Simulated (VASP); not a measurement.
Wanted: the native input for a VASP 6.6.1 run.

```
Task                   : single point
Functional             : PBE
Dispersion             : D3(BJ)
Potentials or basis    : VASP PAW PBE potentials, release 64 (O, H, Cl)
Cutoff                 : 520 eV
k mesh                 : 1 × 1 × 1
Occupations            : fermi-dirac, width 0.02 eV
Spin                   : no spin polarisation
Dipole correction      : no
Further INCAR settings : LREAL = Auto; ALGO = Normal; EDIFF = 1e-06; NBANDS = 55
```

The structure of H17ClO8 lies in POSCAR:

```
H17ClO8
1.0
    5.1716640000      0.0000000000      0.0000000000
    0.0000000000      5.1716640000      0.0000000000
    0.0000000000      0.0000000000      5.1716640000
O H Cl
8 17 1
Direct
    0.0733419650     -0.0306284399      0.8979701698
    0.9290046685      0.9051632125      0.3297778046
    0.5588916836      0.0862585040      0.1555978888
    0.8284374236      0.4881214247      0.1304995839
   -0.0545472405      0.5353209335      0.6772868462
    0.6137096300      1.0887404905      0.7263812962
    0.1917757998      0.2459169815      0.3816759944
    0.3488432350      0.5099519226     -0.0762230493
   -0.1059813631     -0.0157202788      0.8142446996
    0.1390074839     -0.2178989200      0.8837967818
    0.7859365960      0.9992335156      0.2373317369
    0.9897008004      0.7281988930      0.2327490726
    0.4987756358      0.1254915246     -0.0094940429
    0.4301903604      0.1187045407      0.2758493205
    1.2718923735      0.3919241467      0.2464390571
    0.7053822522      0.5651952640      0.2493394776
   -0.0004447311      0.5242413274      0.8593559056
    0.0904157733      0.3578538745      0.5292107144
    0.6851373175      1.0703904971      0.5640737681
    0.4522335558      0.9870324136      0.6798972246
   -0.0772478645      0.6999294618      0.6109058903
    0.0894876388      0.0403931887      0.3340124184
    0.7963394374      0.2986466251      0.1021141358
    0.3593814293      0.3931423232     -0.2363069217
    0.5237579239      0.5665487936     -0.0298356583
    0.4320272933      0.7084566979      0.4235387295
```

One way to write it, as run:

INCAR

```
SYSTEM = H17ClO8
PREC = Accurate ; ENCUT = 520
EDIFF = 1E-6 ; ISMEAR = -1
SIGMA = 0.02 ; LREAL = Auto
LASPH = .True. ; NELM = 100
ALGO = Normal ; ISIF = 2
LWAVE = .False. ; LCHARG = .False.
GGA = PE ; IVDW = 12
NBANDS = 55
```

KPOINTS

```
Automatic mesh
0
Gamma
  1 1 1
  0 0 0
```

Potentials or basis: VASP PAW PBE potentials, release 64 (O, H, Cl).

Launch:

```bash
$ cat potpaw_PBE.64/O/POTCAR potpaw_PBE.64/H/POTCAR potpaw_PBE.64/Cl/POTCAR > POTCAR
$ mpirun -np 1 vasp_gam > vasp.out
```

It gave:

```yaml
Pressure: 26.3 GPa
Largest_force: 4.065 eV/Å
Dispersion_energy_per_atom: -0.079 eV
```

Caveat: the k points lie up to 1.21 Å⁻¹ apart, too coarse for converged energies, forces and pressures; the atoms stand as in a frame of molecular dynamics.

It took 29 s on 1 thread of AMD EPYC 7R13, on a shared host, peak memory 0.24 GiB.
